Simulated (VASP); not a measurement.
# PbO2 (P4_2/mnm) in VASP: notebook, part 2 of 2

VASP 6.6.1. Earlier steps stand in the parts before.

## (4) Single point, PBEsol

This run uses another cell than the first one, of 14.20 Å³/atom.

File INCAR:

```
SYSTEM = PbO2
  PREC = Accurate
  ENCUT = 520
  EDIFF = 1E-6
  ISMEAR = -1
  SIGMA = 0.05
  LREAL = .FALSE.
  LASPH = .TRUE.
  NELM = 60
  ALGO = Normal
  ISIF = 2
  LWAVE = .FALSE.
  LCHARG = .FALSE.
  GGA = PS
  NBANDS = 35
```

File KPOINTS:

```
Automatic mesh
0
G
  6 6 8
  0 0 0
```

File POSCAR:

```
PbO2
1.0
    4.9980490804      0.0000000000      0.0000000000
    0.0000000000      4.9980490804      0.0000000000
    0.0000000000      0.0000000000      3.4109295517
Pb O
2 4
Direct
    0.5000000000      0.5000000000      0.5000000000
    0.0000000000      0.0000000000      0.0000000000
    0.6924262217      0.6924262217      0.0000000000
    0.8075737783      0.1924262217      0.5000000000
    0.1924262217      0.8075737783      0.5000000000
    0.3075737783      0.3075737783      0.0000000000
```

Potentials or basis: VASP PAW PBE potentials, release 64 (Pb_d, O).

Run with:

```sh
> cat potpaw_PBE.64/Pb_d/POTCAR potpaw_PBE.64/O/POTCAR > POTCAR
> mpirun -np 1 vasp_std > vasp.out
```

OUTCAR:

```text
SYSTEM = PbO2
   PREC = Accurate
   ENCUT = 520
   EDIFF = 1E-6
   ISMEAR = -1
   LREAL = .FALSE.
   LASPH = .TRUE.
   NELM = 60
   ISIF = 2
   GGA = PS

 ion  position               nearest neighbor table
   1  0.500  0.500  0.500-   4 2.17   5 2.17   3 2.18   6 2.18   3 2.18   6 2.18   2 3.92   2 3.92
                             2 3.92   2 3.92   2 3.92   2 3.92   2 3.92   2 3.92
   2  0.000  0.000  0.000-   3 2.17   6 2.17   5 2.18   4 2.18   4 2.18   5 2.18   1 3.92   1 3.92
                             1 3.92   1 3.92   1 3.92   1 3.92   1 3.92   1 3.92
   3  0.692  0.692  0.000-   2 2.17   1 2.18   1 2.18
   4  0.808  0.192  0.500-   1 2.17   2 2.18   2 2.18
   5  0.192  0.808  0.500-   1 2.17   2 2.18   2 2.18
   6  0.308  0.308  0.000-   2 2.17   1 2.18   1 2.18

  LATTYP: Found a simple tetragonal cell.
 ALAT       =     4.9980490804
 C/A-ratio  =     0.6824521922

  Lattice vectors:

 A1 = (   4.9980490804,   0.0000000000,   0.0000000000)
 A2 = (   0.0000000000,   4.9980490804,   0.0000000000)
 A3 = (   0.0000000000,   0.0000000000,   3.4109295517)

Analysis of symmetry for initial positions (statically):
=====================================================================
 Subroutine PRICEL returns:
 Original cell was already a primitive cell.

 Routine SETGRP: Setting up the symmetry group for a
 simple tetragonal supercell.

 Subroutine GETGRP returns: Found 16 space group operations
 (whereof  8 operations were pure point group operations)
 out of a pool of 16 trial point group operations.

The static configuration has the point symmetry D_2h.
 The point group associated with its full space group is D_4h.

Analysis of symmetry for dynamics (positions and initial velocities):
=====================================================================
 Subroutine PRICEL returns:
 Original cell was already a primitive cell.

 Routine SETGRP: Setting up the symmetry group for a
 simple tetragonal supercell.

[... 128 lines left out ...]
   ISMEAR =    -1;   SIGMA  =   0.05  broadening in eV -4-tet -1-fermi 0-gaus
   EFERMI_NEDOS =   21; number of points for ismear=-14 and -15
   IALGO  =     38    algorithm
   IMIX   =      4    mixing-type and parameters
     AMIX     =   0.40;   BMIX     =  1.00
     AMIX_MAG =   1.60;   BMIX_MAG =  1.00
  volume/ion in A,a.u.               =      14.20        95.83
  Fermi-wavevector in a.u.,A,eV,Ry     =   1.388624  2.624119 26.235798  1.928277
  Thomas-Fermi vector in A             =   2.512732
   LORBIT       =      0    0 simple, 1 ext, 2 COOP (PROOUT), +10 PAW based schemes
   GGA     = PS    functional components
   LHFCALC =     F    Hartree Fock is set to
   AEXX    =    0.0000 exact exchange contribution
   IVDW    =     0    specifies the selected vdW correction
   LEPSILON=     F    determine dielectric tensor
   LRPA    =     F    only Hartree local field effects (RPA)
 non-spin polarized calculation
  energy-cutoff  :      520.00
  volume of cell :       85.21
 maximum number of plane-waves:      2308
 NGX is ok and might be reduce to    40
   NGX = 19   NGY = 19   NGZ = 13

 number of electron      52.0000007 magnetization

 Free energy of the ion-electron system (eV)
  ---------------------------------------------------
  ext. energy  EPLUGINS =         0.00000000
  ---------------------------------------------------
  free energy    TOTEN  =       -34.06792195 eV

  energy without entropy =      -34.06374837  energy(sigma->0) =      -34.06583516

 E-fermi :   4.0869     XC(G=0): -10.8672

 val. band max:        4.0281400471   @ k =   0.0000   0.0000   0.1250
 cond. band min:       4.0897559317   @ k =   0.1667   0.0000   0.0000
 fundamental gap:      0.0616158846
 Fermi energy:         4.0868511820

 k-point     1 :       0.0000    0.0000    0.0000
  band No.  band energies     occupation
      1     -14.1666      2.00000
      2     -14.0494      2.00000
      3     -12.3790      2.00000
      4     -12.3790      2.00000
      5     -11.4556      2.00000
      6     -11.2575      2.00000
[... 901 lines left out ...]
     34      15.2793      0.00000
     35      16.0958      0.00000

 [... further k-points ...]
[... 5 lines left out ...]
  --------------------------------------------------------------------------------------
  -------------------------------------------------------------------------------------
  Total        0.1044581      0.1044581      0.1738953     -0.0000000      0.0000000      0.0000000
  in kB        1.9641690      1.9641690      3.2698267     -0.0000000      0.0000000      0.0000000
  external PRESSURE =       2.3993882 kB  Pullay stress =       0.0000000 kB

 VOLUME and BASIS-vectors are now :
 -----------------------------------------------------------------------------
  energy-cutoff  :      520.00
  volume of cell :       85.21
      direct lattice vectors                 reciprocal lattice vectors
     4.998049080  0.000000000  0.000000000     0.200078067  0.000000000  0.000000000
     0.000000000  4.998049080  0.000000000     0.000000000  0.200078067  0.000000000
     0.000000000  0.000000000  3.410929552     0.000000000  0.000000000  0.293175214

 POSITION                                       TOTAL-FORCE (eV/Angst)
 -----------------------------------------------------------------------------------
      2.49902      2.49902      1.70546        -0.000000     -0.000000     -0.000000
      0.00000      0.00000      0.00000        -0.000000     -0.000000     -0.000000
      3.46078      3.46078      0.00000         0.003452      0.003452     -0.000000
      4.03629      0.96176      1.70546        -0.003452      0.003452     -0.000000
      0.96176      4.03629      1.70546         0.003452     -0.003452     -0.000000
      1.53727      1.53727      0.00000        -0.003452     -0.003452      0.000000
 -----------------------------------------------------------------------------------
    total drift:                                0.000000      0.000000     -0.000000

  FREE ENERGIE OF THE ION-ELECTRON SYSTEM (eV)
  ---------------------------------------------------
  free  energy   TOTEN  =       -34.0679219504 eV

  energy  without entropy=      -34.0637483686  energy(sigma->0) =      -34.06583516
```

stdout:

```text
POSCAR found type information on POSCAR PbO
 POSCAR found :  2 types and       6 ions
 scaLAPACK will be used
 -----------------------------------------------------------------------------
|                                                                             |
|                                                                             |
|     You enforced a specific xc type in the INCAR file but a different       |
|     I HOPE YOU KNOW WHAT YOU ARE DOING!                                     |
|                                                                             |
 -----------------------------------------------------------------------------

 LDA part: xc-table for (Slater+PW92), standard interpolation
 POSCAR, INCAR and KPOINTS ok, starting setup
 FFT: planning ... GRIDC
 FFT: planning ... GRID_SOFT
 FFT: planning ... GRID
 WAVECAR not read
 entering main loop
```

Wall time 3 min (1 thread of Intel Xeon 8259CL, shared host); peak memory 0.27 GiB.

Results:

* Free energy: -34.0679 eV
* Pressure: 0.2 GPa
* Largest force: 0.005 eV/Å
* Band gap on the k mesh: 0.06 eV (least direct gap 0.10 eV)

Forces in eV/Å, atoms in the order of the input:
```
Pb   0.000  0.000  0.000
Pb   0.000  0.000  0.000
O    0.003  0.003  0.000
O   -0.003  0.003  0.000
O    0.003 -0.003  0.000
O   -0.003 -0.003  0.000
```

Stress tensor (GPa, compression positive):
```
0.20 0.00 0.00
0.00 0.20 0.00
0.00 0.00 0.33
```

Caveat: the PAW data sets were made with another functional, which shifts forces and pressure a little; spin-orbit coupling is left out, which moves the levels of the heavy elements. A k mesh can miss the band edges.

## (5) Relaxation of cell and atoms, PBEsol, target pressure 5 GPa, at which the enthalpy is minimised

This run uses another cell than the first one, of 14.18 Å³/atom.

File INCAR:

```
SYSTEM = PbO2
PREC = Accurate
ENCUT = 600
EDIFF = 1E-6
ISMEAR = -1
SIGMA = 0.05
LREAL = .FALSE.
LASPH = .TRUE.
NELM = 100
ALGO = Normal
ISIF = 3
LWAVE = .FALSE.
LCHARG = .FALSE.
GGA = PS
IBRION = 2
NSW = 60
EDIFFG = -0.01
PSTRESS = 50.0
```

KPOINTS is that of step 4.

File POSCAR:

```
PbO2
1.0
    4.9949598700      0.0000000000      0.0000000000
    0.0000000000      4.9949598700      0.0000000000
    0.0000000000      0.0000000000      3.4090009600
Pb O
2 4
Direct
    0.5000000000      0.5000000000      0.5000000000
    0.0000000000      0.0000000000      0.0000000000
    0.6925710400      0.6925710400      0.0000000000
    0.8074289600      0.1925710400      0.5000000000
    0.1925710400      0.8074289600      0.5000000000
    0.3074289600      0.3074289600      0.0000000000
```

Potentials or basis: VASP PAW PBE potentials, release 64 (Pb_d, O).

Run with:

```sh
> cat potpaw_PBE.64/Pb_d/POTCAR potpaw_PBE.64/O/POTCAR > POTCAR
> mpirun -np 1 vasp_std > vasp.out
```

OUTCAR:

```text
SYSTEM = PbO2
   PREC = Accurate
   ENCUT = 600
   EDIFF = 1E-6
   ISMEAR = -1
   LREAL = .FALSE.
   LASPH = .TRUE.
   NELM = 100
   ISIF = 3
   GGA = PS
   IBRION = 2
   NSW = 60
   EDIFFG = -0.01
   PSTRESS = 50.0

 ion  position               nearest neighbor table
   1  0.500  0.500  0.500-   4 2.17   5 2.17   3 2.18   6 2.18   3 2.18   6 2.18   2 3.92   2 3.92
                             2 3.92   2 3.92   2 3.92   2 3.92   2 3.92   2 3.92
   2  0.000  0.000  0.000-   3 2.17   6 2.17   5 2.18   4 2.18   4 2.18   5 2.18   1 3.92   1 3.92
                             1 3.92   1 3.92   1 3.92   1 3.92   1 3.92   1 3.92
   3  0.693  0.693  0.000-   2 2.17   1 2.18   1 2.18
   4  0.807  0.193  0.500-   1 2.17   2 2.18   2 2.18
   5  0.193  0.807  0.500-   1 2.17   2 2.18   2 2.18
   6  0.307  0.307  0.000-   2 2.17   1 2.18   1 2.18

  LATTYP: Found a simple tetragonal cell.
 ALAT       =     4.9949598700
 C/A-ratio  =     0.6824881578

  Lattice vectors:

 A1 = (   4.9949598700,   0.0000000000,   0.0000000000)
 A2 = (   0.0000000000,   4.9949598700,   0.0000000000)
 A3 = (   0.0000000000,   0.0000000000,   3.4090009600)

Analysis of symmetry for initial positions (statically):
=====================================================================
 Subroutine PRICEL returns:
 Original cell was already a primitive cell.

 Routine SETGRP: Setting up the symmetry group for a
 simple tetragonal supercell.

 Subroutine GETGRP returns: Found 16 space group operations
 (whereof  8 operations were pure point group operations)
 out of a pool of 16 trial point group operations.

The static configuration has the point symmetry D_2h.
 The point group associated with its full space group is D_4h.

Analysis of symmetry for dynamics (positions and initial velocities):
=====================================================================
 Subroutine PRICEL returns:
 Original cell was already a primitive cell.

 Routine SETGRP: Setting up the symmetry group for a
[... 144 lines left out ...]
   LEPSILON=     F    determine dielectric tensor
   LRPA    =     F    only Hartree local field effects (RPA)
 conjugate gradient relaxation of ions
 non-spin polarized calculation
  energy-cutoff  :      600.00
  volume of cell :       85.05
 maximum number of plane-waves:      2864
 NGX is ok and might be reduce to    40
   NGX = 19   NGY = 19   NGZ = 13

--------------------------------------- Ionic step        1  -------------------------------------------

 number of electron      52.0000009 magnetization

 Free energy of the ion-electron system (eV)
  ---------------------------------------------------
  ext. energy  EPLUGINS =         0.00000000
  ---------------------------------------------------
  free energy    TOTEN  =       -34.07459248 eV

  energy without entropy =      -34.07046818  energy(sigma->0) =      -34.07253033

------------------------ aborting loop because EDIFF is reached ----------------------------------------

  FORCE on cell =-STRESS in cart. coord.  units (eV):
  Direction    XX          YY          ZZ          XY          YZ          ZX
  --------------------------------------------------------------------------------------
  -------------------------------------------------------------------------------------
  Total        0.1745154      0.1745154      0.2671291     -0.0000000      0.0000000      0.0000000
  in kB        3.2874055      3.2874055      5.0320004     -0.0000000      0.0000000      0.0000000
  external PRESSURE =     -46.1310629 kB  Pullay stress =      50.0000000 kB
[... 109 lines left out ...]
  energy  without entropy=      -34.0304939372  energy(sigma->0) =      -34.03182761

  enthalpy is  TOTEN    =       -31.4580877807 eV   P V=        2.5750735090

[... ionic steps 4 to 7 ...]

--------------------------------------- Ionic step        8  -------------------------------------------

 number of electron      52.0000005 magnetization

------------------------ aborting loop because EDIFF is reached ----------------------------------------
[... 79 lines left out ...]
--------------------------------------- Ionic step       10  -------------------------------------------

 number of electron      52.0000004 magnetization

 Free energy of the ion-electron system (eV)
  ---------------------------------------------------
  ext. energy  EPLUGINS =         0.00000000
  ---------------------------------------------------
  free energy    TOTEN  =       -34.02952733 eV

  energy without entropy =      -34.02669626  energy(sigma->0) =      -34.02811179

 E-fermi :   4.4951     XC(G=0): -11.0621

 val. band max:        4.3915576256   @ k =   0.0000   0.0000   0.1250
 cond. band min:       4.5004649011   @ k =   0.0000   0.0000   0.0000
 fundamental gap:      0.1089072755
 Fermi energy:         4.4951041542

 k-point     1 :       0.0000    0.0000    0.0000
  band No.  band energies     occupation
      1     -13.9937      2.00000
      2     -13.8286      2.00000
      3     -12.0785      2.00000
      4     -12.0785      2.00000
      5     -11.1087      2.00000
      6     -10.8705      2.00000
[... 805 lines left out ...]
     30      12.2223      0.00000
     31      13.3228      0.00000

 [... further k-points ...]
[... 5 lines left out ...]
  --------------------------------------------------------------------------------------
  -------------------------------------------------------------------------------------
  Total        2.5682448      2.5682448      2.5792692      0.0000000      0.0000000      0.0000000
  in kB       50.0246864     50.0246864     50.2394225      0.0000000      0.0000000      0.0000000
  external PRESSURE =       0.0962651 kB  Pullay stress =      50.0000000 kB
[... 25 lines left out ...]
  energy  without entropy=      -34.0266962550  energy(sigma->0) =      -34.02811179

  enthalpy is  TOTEN    =       -31.4625499426 eV   P V=        2.5669773840

 reached required accuracy - stopping structural energy minimisation
```

OSZICAR:

```text
N       E                     dE             d eps       ncg     rms          rms(c)
DAV:   1     0.716818255673E+03    0.71682E+03   -0.28632E+04  3100   0.224E+03
DAV:   2     0.640235830622E+02   -0.65279E+03   -0.63031E+03  3402   0.582E+02
DAV:   3    -0.347033936182E+02   -0.98727E+02   -0.96280E+02  3996   0.238E+02
[... 78 lines left out ...]
DAV:   1    -0.340298603362E+02   -0.26445E-02   -0.22337E-02  3843   0.189E+00    0.116E-01
DAV:   2    -0.340295872203E+02    0.27312E-03   -0.99326E-04  4815   0.397E-01    0.425E-02
DAV:   3    -0.340295316876E+02    0.55533E-04   -0.14623E-04  4204   0.257E-01    0.105E-02
DAV:   4    -0.340295282538E+02    0.34339E-05   -0.20877E-05  4629   0.677E-02    0.354E-03
DAV:   5    -0.340295273265E+02    0.92723E-06   -0.30282E-06  2414   0.233E-02
  10 F= -.31462550E+02 E0= -.31461134E+02  d E =-.850181E-04
```

Wall time 14 min (1 thread of Intel Xeon 8259CL, shared host); peak memory 0.31 GiB.

What came out:

```
Free energy                                                : -34.0295 eV
Relaxed volume                                             : 13.71 Å³/atom
Relaxed cell                                               : a = 4.915 Å, b = 4.915 Å, c = 3.405 Å, α = 90.00°, β = 90.00°, γ = 90.00°
Space group after relaxing (to 0.1 Å)                      : P4_2/mnm (No. 136)
Energy change on relaxing (the run minimises the enthalpy) : +7.5 meV/atom
Ionic steps                                                : 10
Pressure after relaxing                                    : 5.0 GPa
Largest force after relaxing                               : 0.003 eV/Å
```

Forces in eV/Å, atoms in the order of the input:
```
Pb   0.000  0.000  0.000
Pb   0.000  0.000  0.000
O    0.002  0.002  0.000
O   -0.002  0.002  0.000
O    0.002 -0.002  0.000
O   -0.002 -0.002  0.000
```

The path:
```
step  energy change (eV)  largest force (eV/Å)  pressure (GPa)  volume (Å³)
   1              0.0000                0.0064            0.39        85.05
   2              0.1529                0.1491           10.18        80.13
   3              0.0414                0.0678            4.98        82.51
   4              0.0430                0.0694            5.08        82.46
   5              0.0442                0.0061            5.08        82.32
   6              0.0471                0.0470            5.12        82.21
   7              0.0432                0.0212            4.89        82.32
   8              0.0422                0.0126            4.81        82.35
   9              0.0474                0.0161            5.13        82.18
  10              0.0451                0.0035            5.01        82.26
```

Final structure:
```
Pb O
1.0
     4.91476    0.00000    0.00000
     0.00000    4.91476    0.00000
     0.00000    0.00000    3.40533
Pb O
2 4
Direct
  0.50000 0.50000 0.50000
  0.00000 0.00000 0.00000
  0.69282 0.69282 0.00000
  0.80718 0.19282 0.50000
  0.19282 0.80718 0.50000
  0.30718 0.30718 0.00000
```

Caveat: the cell is relaxed towards a set pressure, so the run minimises the enthalpy, not the energy; the PAW data sets were made with another functional, which shifts forces and pressure a little; spin-orbit coupling is left out, which moves the levels of the heavy elements.

## (6) Summary

| task | cell | cutoff (eV) | gap on the mesh (eV) | pressure (GPa) | largest force (eV/Å) |
| --- | --- | --- | --- | --- | --- |
| single point | a = 4.915, b = 4.915, c = 3.402 Å, 6 atoms | 520 | - | 5.3 | 0.01 |
| single point | a = 4.963, b = 4.963, c = 3.407 Å, 6 atoms | 520 | 0.10 | 2.3 | 0.01 |
| single point | a = 4.998, b = 4.998, c = 3.411 Å, 6 atoms | 520 | 0.06 | 0.2 | - |
| relaxation of cell and atoms | relaxed to 5 GPa from a = 4.995, b = 4.995, c = 3.409 Å, 6 atoms | 600 | - | 5.0 | - |

Alike in all rows: level PBEsol; potentials or basis VASP PAW PBE potentials, release 64 (Pb_d, O); no spin polarisation; k mesh 6 × 6 × 8; smearing fermi-dirac 0.05 eV.

Caveats: the PAW data sets were made with another functional, which shifts forces and pressure a little; spin-orbit coupling is left out, which moves the levels of the heavy elements; the cell stands under pressure (at least some runs); the cell is relaxed towards a set pressure, so the run minimises the enthalpy, not the energy (at least some runs).

Total energies depend on the potentials used, so only differences within one code and one set of settings carry meaning.
